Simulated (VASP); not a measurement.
Input of a VASP 6.6.1 run:

File INCAR:

```
SYSTEM = MgS
PREC = Accurate ; ENCUT = 520
EDIFF = 1E-7 ; ISMEAR = 0
SIGMA = 0.01 ; LREAL = .FALSE.
LASPH = .TRUE. ; NELM = 100
ALGO = Normal ; ISIF = 2
LWAVE = .FALSE. ; LCHARG = .FALSE.
GGA = PS ; NBANDS = 16
```

The input KPOINTS:

```
regular mesh
0
G
  5 5 3
  0 0 0
```

POSCAR

```
MgS
1.0
    4.0295558452      0.0000000000      0.0000000000
   -2.0147779226      3.4896977280      0.0000000000
    0.0000000000      0.0000000000      6.4135874598
Mg S
2 2
Direct
    0.6666666667      0.3333333333      0.4962068780
    0.3333333333      0.6666666667      0.9962068780
    0.3333333333      0.6666666667      0.3787831220
    0.6666666667      0.3333333333      0.8787831220
```

Potentials or basis: VASP PAW PBE potentials, release 64 (Mg, S).

The run is started by

```bash
$ cat potpaw_PBE.64/Mg/POTCAR potpaw_PBE.64/S/POTCAR > POTCAR
$ mpirun -np 1 vasp_std > vasp.out
```

Task: What does it give for the pressure?

Result: -0.1 GPa.

Task: Estimate the band gap on the k mesh.

Result: 3.30 eV, direct.

Forces in eV/Å, atoms in the order of the input:
```
Mg   0.000  0.000  0.003
Mg   0.000  0.000  0.003
S    0.000  0.000 -0.003
S    0.000  0.000 -0.003
```

Caveat: the PAW data sets were made with another functional, which shifts forces and pressure a little. A hybrid or GW would open this gap; PBEsol tends to underestimate it.
